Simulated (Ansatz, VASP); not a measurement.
One calculation of Al7Si, two programs

The input INCAR:

```
  ALGO = Fast
  EDIFF = 1E-7
  ENCUT = 520
  GGA = PE
  ISIF = 2
  ISMEAR = 0
  LASPH = T
  LCHARG = F
  LREAL = F
  LWAVE = F
  NBANDS = 22
  NELM = 80
  PREC = Accurate
  SIGMA = 0.1
```

The input KPOINTS:

```
k-points
0
Gamma
  8 8 8
```

The input POSCAR:

```
Al7Si
1.0
    0.0000000000      3.9365792996      3.9365792996
    3.9365792996      0.0000000000      3.9365792996
    3.9365792996      3.9365792996      0.0000000000
Al Si
7 1
Direct
    0.0000000000      0.0000000000      0.5000000000
    0.0000000000      0.5000000000      0.0000000000
    0.0000000000      0.5000000000      0.5000000000
    0.5000000000      0.0000000000      0.0000000000
    0.5000000000      0.0000000000      0.5000000000
    0.5000000000      0.5000000000      0.0000000000
    0.5000000000      0.5000000000      0.5000000000
    0.0000000000      0.0000000000      0.0000000000
```

Input for Ansatz:

```yaml
crystal:
  lattice:
    - [0.0, 3.9365792996, 3.9365792996]
    - [3.9365792996, 0.0, 3.9365792996]
    - [3.9365792996, 3.9365792996, 0.0]
  atoms:
    - { symbol: Al, position: [0.0, 0.0, 0.5] }
    - { symbol: Al, position: [0.0, 0.5, 0.0] }
    - { symbol: Al, position: [0.0, 0.5, 0.5] }
    - { symbol: Al, position: [0.5, 0.0, 0.0] }
    - { symbol: Al, position: [0.5, 0.0, 0.5] }
    - { symbol: Al, position: [0.5, 0.5, 0.0] }
    - { symbol: Al, position: [0.5, 0.5, 0.5] }
    - { symbol: Si, position: [0.0, 0.0, 0.0] }
basis:
  ecutwfc: 420
kpoints:
  mp_grid: { grid: [8, 8, 8] }
hamiltonian:
  xc: pbe
scf:
  occupations: { method: gaussian, width: 0.1 }
output:
  forces: true
  stress: true
  eigenvalues: true
```

Alike in both runs: task single point; functional PBE; k mesh 8 × 8 × 8; occupations gaussian, width 0.1 eV; no spin polarisation.

|  | VASP | Ansatz |
| --- | --- | --- |
| version | VASP 6.6.1 | Ansatz 0.2.0 |
| potentials or method | VASP PAW PBE potentials, release 64 (Al, Si), cutoff 520 eV | scalar-relativistic, plane waves, PAW |
| valence electrons in the cell | 25 | 25 |

VASP gave:

| Quantity | Value |
| --- | --- |
| gap on the k mesh at the Fermi level (eV) | none |
| pressure (GPa) | 5.3 |

Q: Which values does Ansatz return?

A: gap on the k mesh at the Fermi level (eV): none; pressure (GPa): 5.4.

A gap of «none» marks a metal or a gap that the smearing closes. With one functional, cell and mesh, what is left measures potentials, basis and numerics.
